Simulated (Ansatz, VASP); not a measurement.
## Two plane-wave programs on La2TaO2

File INCAR:

```
ALGO = Normal
EDIFF = 1E-7
ENCUT = 520
GGA = PE
ISIF = 2
ISMEAR = 0
ISPIN = 2
LASPH = True
LCHARG = False
LMAXMIX = 6
LORBIT = 11
LREAL = False
LWAVE = False
MAGMOM = 0 0 1 0 0
NBANDS = 34
NELM = 150
PREC = Accurate
SIGMA = 0.1
```

KPOINTS

```
k-points
0
Gamma
  6 6 2
```

File POSCAR:

```
La2TaO2
1.0
    3.6689314600      0.0000000000      0.0000000000
   -1.8344657300      3.1773878500      0.0000000000
    0.0000000000      0.0000000000      8.7418344100
La Ta O
2 1 2
Direct
    0.0000000000      0.0000000000      0.2101468400
    0.0000000000      0.0000000000      0.7898531600
    0.0000000000      0.0000000000      0.5000000000
    0.3333333300      0.6666666700      0.0000000000
    0.6666666700      0.3333333300      0.0000000000
```

Input for Ansatz:

```yaml
crystal:
  lattice:
    - [3.66893146, 0.0, 0.0]
    - [-1.83446573, 3.17738785, 0.0]
    - [0.0, 0.0, 8.74183441]
  atoms:
    - { symbol: La, position: [0.0, 0.0, 0.21014684] }
    - { symbol: La, position: [0.0, 0.0, 0.78985316] }
    - { symbol: Ta, position: [0.0, 0.0, 0.5], spin: 1.0 }
    - { symbol: O, position: [0.33333333, 0.66666667, 0.0] }
    - { symbol: O, position: [0.66666667, 0.33333333, 0.0] }
basis:
  ecutwfc: 420
kpoints:
  mp_grid: { grid: [6, 6, 2] }
hamiltonian:
  xc: pbe
scf:
  occupations: { method: gaussian, width: 0.1 }
  lower_state_search: "off"
output:
  forces: true
  stress: true
  eigenvalues: true
  populations: true
magnetization:
  spin_polarized: true
```

Alike in both runs: task single point; functional PBE; k mesh 6 × 6 × 2; occupations gaussian, width 0.1 eV; collinear spin.

|  | VASP | Ansatz |
| --- | --- | --- |
| version | VASP 6.6.1 | Ansatz 0.2.0 |
| potentials or method | VASP PAW PBE potentials, release 64 (La, Ta_pv, O), cutoff 520 eV | scalar-relativistic, plane waves, PAW |
| valence electrons in the cell | 45 | 47 |

```tsv
	VASP	Ansatz	Ansatz less VASP
gap on the k mesh at the Fermi level (eV)	none	none	-
pressure (GPa)	0.4	0.4	+0.01
traceless stress, the component that is largest in VASP (GPa)	1.70	1.51	-0.196
rms of the force components (eV/Å)	1.904	1.888	-0.0167
net moment per atom (μB)	0.28	0.29	+0.004
size of the moment on the site where the two differ most (μB)	0.71	0.55	-0.155
```

Site moments also hang on the region over which each program counts them. Atom by atom the forces differ by 0.017 eV/Å (rms over components). A gap of «none» marks a metal or a gap that the smearing closes. VASP's potentials hold 45 valence electrons a cell and Ansatz's 47, so a difference there can come from the potentials and not from the codes.

Spin-orbit coupling is off throughout.
